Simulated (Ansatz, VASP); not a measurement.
**One calculation of MgO5, two programs**

```
Mg O
1.0
     3.34815    0.00000    0.00000
     0.00000    3.34815    0.00000
     0.00000    0.00000    5.57037
Mg O
1 5
Cartesian
  1.6741 1.6741 2.7852
  1.6741 1.6741 0.7546
  1.6741 1.6741 4.8158
  0.0000 1.6741 0.0000
  1.6741 0.0000 0.0000
  0.0000 0.0000 2.7852
```

Alike in both runs: task single point; functional PBE; k mesh 6 × 6 × 4; occupations gaussian, width 0.1 eV; no spin polarisation.

```csv
,VASP,Ansatz
version,VASP 6.6.1,Ansatz 0.2.0
potentials or method,"VASP PAW PBE potentials, release 64 (Mg, O), cutoff 520 eV","scalar-relativistic, plane waves, PAW"
valence electrons in the cell,32,40
```

```tsv
	VASP	Ansatz	Ansatz less VASP
gap on the k mesh at the Fermi level (eV)	none	none	-
pressure (GPa)	7.6	7.6	+0.05
traceless stress, the component that is largest in VASP (GPa)	10.94	10.51	-0.435
rms of the force components (eV/Å)	0.229	0.136	-0.0932
```

Atom by atom the forces differ by 0.093 eV/Å (rms over components). A gap of «none» marks a metal or a gap that the smearing closes. The functional is the same, so the differences come from potentials, cutoffs and numerics. VASP's potentials hold 32 valence electrons a cell and Ansatz's 40, so a difference there can come from the potentials and not from the codes.
